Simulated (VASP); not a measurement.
Ru, 2 atoms in the cell. It takes space group P6_3/mmc (No. 194, hexagonal). The conventional cell has a = 2.619 Å, b = 2.619 Å, c = 4.127 Å, α = 90.00°, β = 90.00°, γ = 120.00°. Within 3.4 Å of Ru (site symmetry -6m2) lie 12 Ru at 2.56 to 2.62 Å.  This cell differs from its parent crystal: volume scaled by 0.92.

- Program: VASP 6.6.1
- Task: single point
- Functional: PBEsol
- Potentials or basis: VASP PAW PBE potentials, release 64 (Ru_pv)
- Cutoff: 520 eV
- k mesh: 22 × 22 × 12
- Occupations: fermi-dirac, width 0.1 eV
- Spin: no spin polarisation
- Dipole correction: no
- Further INCAR settings: ALGO = Normal; EDIFF = 1e-06; NBANDS = 21

Potentials or basis: VASP PAW PBE potentials, release 64 (Ru_pv).

Launch:

```sh
$ cat potpaw_PBE.64/Ru_pv/POTCAR > POTCAR
$ mpirun -np 1 vasp_std > vasp.out
```

Hardware: 1 thread of Intel(R) Xeon(R) 6975P-C (Granite Rapids), on a shared host.

Q: How long does it take, and how much memory?

A: Wall time 50 s on 1 thread of Intel(R) Xeon(R) 6975P-C (Granite Rapids) (shared host), peak memory 0.25 GiB. Counts: scf iterations 11, k points 364.
